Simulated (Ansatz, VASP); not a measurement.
Ga in VASP and in Ansatz

```
Ga
1.0
    -1.63205    1.63205    1.63205
     1.63205   -1.63205    1.63205
     1.63205    1.63205   -1.63205
Ga
1
Direct
  0.00000 0.00000 0.00000
```

Alike in both runs: functional LDA; k mesh 20 × 20 × 20; occupations fermi-dirac, width 0.1 eV; no spin polarisation.

Ansatz relaxed the structure, and its values are those at the end. VASP's run is a single point on that final structure, the one shown.

|  | VASP | Ansatz |
| --- | --- | --- |
| version | VASP 6.6.1 | Ansatz 0.2.0 |
| potentials or method | VASP PAW LDA potentials, release 64 (Ga_d) | PAW with Ansatz's default frozen-core files, scalar-relativistic |
| plane-wave cutoff (eV) | 520 | 420 |
| valence electrons in the cell | 13 | 13 |

Ansatz gave:

```
pressure (GPa) : 0.0
```

**Question.** Which values does VASP return?

**Answer.** Pressure (GPa): 0.1.

LDA's correlation is that of Perdew and Zunger in VASP and of Perdew and Wang (1992) in Ansatz.
